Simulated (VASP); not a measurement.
Wanted: the native input for a VASP 6.6.1 run.

| Quantity | Value |
| --- | --- |
| Task | single point |
| Functional | PBE |
| Dispersion | D3(BJ) |
| Potentials or basis | VASP PAW PBE potentials, release 64 (Li_sv) |
| Cutoff | 520 eV |
| k mesh | 16 × 16 × 12 |
| Occupations | gaussian, width 0.15 eV |
| Spin | no spin polarisation |
| Dipole correction | no |
| Further INCAR settings | ALGO = Fast; EDIFF = 1e-06; NBANDS = 10 |

The structure of Li lies in POSCAR:

```
Li
1.0
    0.0000000000     -2.0886081792     -2.0886081792
    0.0000000000      2.0886081792     -2.0886081792
    4.1772163584      0.0000000000      0.0000000000
Li
2
Direct
    0.5203484792      0.4796515208      0.5000000000
   -0.0203484792      0.0203484792      0.0000000000
```

This cell differs from its parent crystal: mode 4 frozen in at -0.085 Å and mode 5 at -0.000 Å (largest displacements).

One way to write it, as run:

INCAR

```
SYSTEM = Li
PREC = Accurate
ENCUT = 520
EDIFF = 1E-6
ISMEAR = 0
SIGMA = 0.15
LREAL = .False.
LASPH = .True.
NELM = 60
ALGO = Fast
ISIF = 2
LWAVE = .False.
LCHARG = .False.
GGA = PE
IVDW = 12
NBANDS = 10
```

KPOINTS

```
Automatic mesh
0
Gamma
  16 16 12
  0 0 0
```

Potentials or basis: VASP PAW PBE potentials, release 64 (Li_sv).

Launch:

```bash
$ cat potpaw_PBE.64/Li_sv/POTCAR > POTCAR
$ mpirun -np 1 vasp_std > vasp.out
```

Results of the run:

The largest force is 0.140 eV/Å and the band gap on the k mesh is zero (band 3 reaches 4.59 eV, above the bottom of band 4 at -1.19 eV). The dispersion energy per atom is -0.188 eV.

Caveat: the cell differs from its parent crystal (mode 4 frozen in at -0.085 Å and mode 5 at -0.000 Å (largest displacements)).

Run time: 2.3 min on 1 thread of Oxide Virtual Turin-like Processor, on a shared host, peak memory 0.22 GiB.
